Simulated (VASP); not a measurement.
Write the native input for VASP 6.6.1 that does the following.

* Task: single point
* Functional: PBE
* Potentials or basis: VASP PAW PBE potentials, release 64 (Sb)
* Cutoff: 520 eV
* k mesh: 12 × 12 × 12
* Occupations: fermi-dirac, width 0.05 eV
* Spin: no spin polarisation
* Dipole correction: no
* Further INCAR settings: ALGO = Normal; EDIFF = 1e-06; NBANDS = 8

The structure of Sb lies in POSCAR:

```
Sb
1.0
   -1.6074605858      1.6074605858      2.7651271982
    1.6074605858     -1.6074605858      2.7651271982
    1.6074605858      1.6074605858     -2.7651271982
Sb
1
Direct
    0.0000000000      0.0000000000      0.0000000000
```

This cell differs from its parent crystal: volume scaled by 1.06.

The input as run:

INCAR

```
SYSTEM = Sb
PREC = Accurate
ENCUT = 520
EDIFF = 1E-6
ISMEAR = -1
SIGMA = 0.05
LREAL = .False.
LASPH = .True.
NELM = 60
ALGO = Normal
ISIF = 2
LWAVE = .False.
LCHARG = .True.
GGA = PE
LELF = .True.
LVHAR = .True.
NBANDS = 8
```

KPOINTS

```
regular mesh
0
Gamma
  12 12 12
  0 0 0
```

Potentials or basis: VASP PAW PBE potentials, release 64 (Sb).

Run with:

```console
$ cat potpaw_PBE.64/Sb/POTCAR > POTCAR
$ mpirun -np 1 vasp_std > vasp.out
```

It gave:

```json
{"Pressure": "-1.8 GPa"}
```

Run time: 25 s on 1 thread of Intel(R) Xeon(R) Platinum 8259CL CPU @ 2.50GHz (Skylake/Cascade Lake), with other jobs on the host, peak memory 0.18 GiB.
